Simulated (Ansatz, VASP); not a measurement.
TiO2 in VASP and in Ansatz

```
Ti O
1.0
    -1.89210    1.89210    4.75730
     1.89210   -1.89210    4.75730
     1.89210    1.89210   -4.75730
Ti O
2 4
Cartesian
  0.0000 0.0000 0.0000
  0.0000 1.8921 2.3786
  0.0000 0.0000 1.9805
  0.0000 1.8921 4.3592
  0.0000 1.8921 0.3981
  0.0000 0.0000 7.5341
```

Alike in both runs: functional r2SCAN; k mesh 6 × 6 × 6; no spin polarisation.

Ansatz relaxed the structure, and its values are those at the end. VASP's run is a single point on that final structure, the one shown.

|  | VASP | Ansatz |
| --- | --- | --- |
| version | VASP 6.6.1 | Ansatz 0.2.0 |
| potentials or method | VASP PAW PBE potentials, release 64 (Ti_sv, O) | scalar-relativistic, plane waves, PAW |
| plane-wave cutoff (eV) | 520 | 500 |
| occupations | gaussian, width 0.01 eV | fixed |
| valence electrons in the cell | 48 | 48 |

|  | VASP | Ansatz | Ansatz less VASP |
| --- | --- | --- | --- |
| pressure (GPa) | 1.7 | 0.5 | -1.24 |
| rms of the force components (eV/Å) | 0.013 | 0.000 | -0.0134 |

VASP's potentials were made for PBE, not for r2SCAN. Ansatz's warnings: stress scf threshold loose.
